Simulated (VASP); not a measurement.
Here is a VASP 6.6.1 calculation.

File INCAR:

```
  ALGO = Normal
  EDIFF = 1E-6
  ENCUT = 520
  GGA = CA
  ISIF = 2
  ISMEAR = -1
  ISPIN = 2
  LASPH = T
  LCHARG = F
  LORBIT = 11
  LREAL = Auto
  LWAVE = F
  MAGMOM = 0 0 0 0 0 0 0 0 0 0 0 0 0 0 0 0 0
  NBANDS = 56
  NELM = 150
  PREC = Accurate
  SIGMA = 0.02
```

KPOINTS

```
k-points
0
Gamma
  2 2 2
```

POSCAR

```
GaSi16
1.0
    0.0000000000      5.4300000000      5.4300000000
    5.4300000000      0.0000000000      5.4300000000
    5.4300000000      5.4300000000      0.0000000000
Si Ga
16 1
Direct
    0.0185662063      0.0192708103     -0.0572301105
    0.1136699816      0.1136395948      0.1145517495
   -0.0021152855     -0.0017756906      0.4906804788
    0.1436688766      0.1439620626      0.5678373849
   -0.0245176796      0.5079979742      0.0075281768
    0.1135176796      0.6578751381      0.1141023941
   -0.0019486188      0.5127668508      0.4902869245
    0.1125854512      0.6258055249      0.6351773481
    0.5078586556     -0.0246558932      0.0081367403
    0.6574594843      0.1132355433      0.1149469613
    0.5123131676     -0.0019466851      0.4910770718
    0.6255714549      0.1123138122      0.6358972376
    0.5080815838      0.5079581952      0.0078950276
    0.6078961326      0.6077548803      0.1760116022
    0.4833674954      0.4830796501      0.5495343462
    0.6256313076      0.6256510129      0.6355384899
    0.2921261510      0.2923736648      1.1229443831
```

Potentials or basis: VASP PAW LDA potentials, release 64 (Si, Ga_d).

The run is started by

```console
$ cat potpaw_LDA.64/Si/POTCAR potpaw_LDA.64/Ga_d/POTCAR > POTCAR
$ mpirun -np 1 vasp_std > vasp.out
```

(1) Estimate the net moment.

(2) What does it give for the largest force?

## Answers

(1) 0.00 μB per cell.

(2) 0.911 eV/Å.

Caveat: the k points lie up to 0.50 Å⁻¹ apart.
